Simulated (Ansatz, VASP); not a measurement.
**One calculation of Y, two programs**

```xyz
2
Lattice="0.0000 3.5011 3.5011 3.5011 0.0000 3.5011 3.5011 3.5011 0.0000" Properties=species:S:1:pos:R:3 pbc="T T T"
Y     0.8753    0.8753    0.8753
Y     6.1269    6.1269    6.1269
```

Alike in both runs: task single point; functional PBEsol; k mesh 9 × 9 × 9; occupations fermi-dirac, width 0.1 eV; no spin polarisation.

|  | VASP | Ansatz |
| --- | --- | --- |
| version | VASP 6.6.1 | Ansatz 0.2.0 |
| potentials or method | VASP PAW PBE potentials, release 64 (Y_sv), cutoff 520 eV | plane waves (420 eV) with PAW, scalar-relativistic |
| valence electrons in the cell | 22 | 22 |

```tsv
	VASP	Ansatz	Ansatz less VASP
pressure (GPa)	-0.8	-0.8	-0.02
```

VASP's potentials were made for PBE, not for PBEsol, and Ansatz warns of the same on its side.
